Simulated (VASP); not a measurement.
Write the native input for VASP 6.6.1 that does the following.

| Property | Result |
| --- | --- |
| Task | single point |
| Functional | PBEsol |
| Potentials or basis | VASP PAW PBE potentials, release 64 (Au) |
| Cutoff | 500 eV |
| k mesh | 9 × 9 × 9 |
| Occupations | fermi-dirac, width 0.05 eV |
| Spin | no spin polarisation |
| Dipole correction | no |
| Further INCAR settings | ALGO = Normal; EDIFF = 1e-06; NBANDS = 12 |

The structure of Au lies in POSCAR:

```
Au
1.0
    0.0000000000      1.9419506459      1.9419506459
    1.9419506459      0.0000000000      1.9419506459
    1.9419506459      1.9419506459      0.0000000000
Au
1
Direct
    0.0000000000      0.0000000000      0.0000000000
```

These files were run (other wordings do the same):

INCAR

```
PREC = Accurate
ENCUT = 500
EDIFF = 1E-6
ISMEAR = -1
SIGMA = 0.05
LREAL = F
LASPH = T
NELM = 120
ALGO = Normal
ISIF = 2
LWAVE = F
LCHARG = F
GGA = PS
NBANDS = 12
GGA_COMPAT = F
```

KPOINTS

```
Automatic mesh
0
Gamma
  9 9 9
```

Potentials or basis: VASP PAW PBE potentials, release 64 (Au).

The run is started by

```sh
$ cat potpaw_PBE.64/Au/POTCAR > POTCAR
$ mpirun -np 1 vasp_std > vasp.out
```

It gave:

```yaml
Pressure: 39.7 GPa
Band_gap_on_the_k_mesh: zero (an odd number of electrons rules out a gap without spin polarisation)
```

Caveat: the cell stands under pressure; the PAW data sets were made with another functional, which shifts forces and pressure a little; spin-orbit coupling is left out, which moves the levels of the heavy elements.

Wall time 5.4 s on 1 thread of Intel(R) Xeon(R) Platinum 8375C CPU @ 2.90GHz (Ice Lake) (shared host), peak memory 0.13 GiB.
